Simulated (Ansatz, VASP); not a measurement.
**CsH3: VASP beside Ansatz**

```xyz
16
Lattice="5.7906 0.0000 0.0000 0.0000 5.7906 0.0000 0.0000 0.0000 9.6012" Properties=species:S:1:pos:R:3 pbc="T T T"
Cs    4.2392    4.2392    0.0000
Cs    1.5515    1.5515    0.0000
Cs    4.4468    1.3439    4.8006
Cs    1.3439    4.4468    4.8006
H     1.9810    1.9810    3.7387
H     3.8097    3.8097    3.7387
H     0.9143    4.8763    8.5393
H     4.8763    0.9143    8.5393
H     0.9143    4.8763    1.0619
H     4.8763    0.9143    1.0619
H     1.9810    1.9810    5.8626
H     3.8097    3.8097    5.8626
H     5.3012    0.4894    0.0000
H     0.4894    5.3012    0.0000
H     2.4059    2.4059    4.8006
H     3.3847    3.3847    4.8006
```

Alike in both runs: task single point; functional PBE; k mesh 4 × 4 × 2; occupations gaussian, width 0.1 eV; no spin polarisation.

|  | VASP | Ansatz |
| --- | --- | --- |
| version | VASP 6.6.1 | Ansatz 0.2.0 |
| potentials or method | VASP PAW PBE potentials, release 64 (Cs_sv, H), cutoff 520 eV | scalar-relativistic, plane waves, PAW |
| valence electrons in the cell | 48 | 48 |

|  | VASP | Ansatz | Ansatz less VASP |
| --- | --- | --- | --- |
| gap on the k mesh at the Fermi level (eV) | 0.14 | 0.16 | +0.023 |
| least direct gap on the mesh (eV) | 0.14 | 0.16 | +0.023 |
| pressure (GPa) | 2.0 | 2.0 | -0.05 |
| traceless stress, the component that is largest in VASP (GPa) | -5.04 | -4.93 | +0.107 |
| rms of the force components (eV/Å) | 1.310 | 1.301 | -0.0081 |

Atom by atom the forces differ by 0.017 eV/Å (rms over components).

Spin-orbit coupling is off throughout.
